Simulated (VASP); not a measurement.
Set up this calculation in VASP 6.6.1, as the native input.

```
Task                   : single point
Functional             : PBE
Dispersion             : D3(BJ)
Potentials or basis    : VASP PAW PBE potentials, release 64 (H, C, Cl)
Cutoff                 : 520 eV
k mesh                 : 2 × 2 × 1
Occupations            : gaussian, width 0.02 eV
Spin                   : no spin polarisation
Dipole correction      : no
Further INCAR settings : LREAL = Auto; ALGO = Normal; EDIFF = 1e-06; NBANDS = 69
```

The structure of H9C20Cl lies in POSCAR:

```
H9C20Cl
1.0
    5.0487420000      0.0000000000      0.0000000000
    0.0000000000      5.0487420000      0.0000000000
    0.0000000000      0.0000000000     16.1647000000
H C Cl
9 20 1
Direct
    0.4277868800      0.0000000000      0.0618632000
    0.0722131600      0.0000000000      0.0618632000
    0.9277869200      0.0000000000      0.0618632000
    0.5722132000      0.0000000000      0.0618632000
    0.4277868800      0.5000000400      0.0618632000
    0.0722131600      0.5000000400      0.0618632000
    0.9277869200      0.5000000400      0.0618632000
    0.5722132000      0.5000000400      0.0618632000
    0.2500199433      0.0081049769      0.3813016662
    0.2500000200      0.0000000000      0.1011277700
    0.7500000600      0.0000000000      0.1011277700
    0.2500000200      0.5000000400      0.1011277700
    0.7500000600      0.5000000400      0.1011277700
    0.2500000200      0.2500000200      0.1563406700
    0.7500000600      0.2500000200      0.1563406700
    0.2500000200      0.7500000600      0.1563406700
    0.7500000600      0.7500000600      0.1563406700
    0.0043625233      0.2497537650      0.2066519532
    0.4956111790      0.2497543864      0.2066518221
   -0.0000498229      0.7500106746      0.2166893595
    0.5000151503      0.7500204336      0.2166898151
    0.0023486979      0.0160168888      0.2683923087
    0.4976027875      0.0160323508      0.2683982210
    0.0017014765      0.4835598641      0.2686730495
    0.4982635427      0.4835575402      0.2686680106
    0.2499577408      0.0876080761      0.3186712660
    0.7499813260      0.1115642461      0.3098757234
    0.2499872851      0.4078984648      0.3187160356
    0.7499780693      0.3865181638      0.3103600343
    0.2499559166      0.5300338873      0.4233286695
```

One way to write it, as run:

INCAR

```
PREC = Accurate
ENCUT = 520
EDIFF = 1E-6
ISMEAR = 0
SIGMA = 0.02
LREAL = Auto
LASPH = True
NELM = 60
ALGO = Normal
ISIF = 2
LWAVE = False
LCHARG = True
GGA = PE
IVDW = 12
LELF = True
LVHAR = True
NBANDS = 69
```

KPOINTS

```
regular mesh
0
Gamma
  2 2 1
```

Potentials or basis: VASP PAW PBE potentials, release 64 (H, C, Cl).

Launch:

```bash
$ cat potpaw_PBE.64/H/POTCAR potpaw_PBE.64/C/POTCAR potpaw_PBE.64/Cl/POTCAR > POTCAR
$ mpirun -np 1 vasp_std > vasp.out
```

Results of the run:

```json
{"Largest force": "8.961 eV/Å", "Band gap on the k mesh": "1.13 eV, direct", "Dispersion energy per atom": "-0.113 eV"}
```

Caveat: the k points lie up to 0.62 Å⁻¹ apart.

Run time: 4.8 min on 1 thread of Intel(R) Xeon(R) 6975P-C (Granite Rapids), with other jobs on the host, peak memory 0.44 GiB.
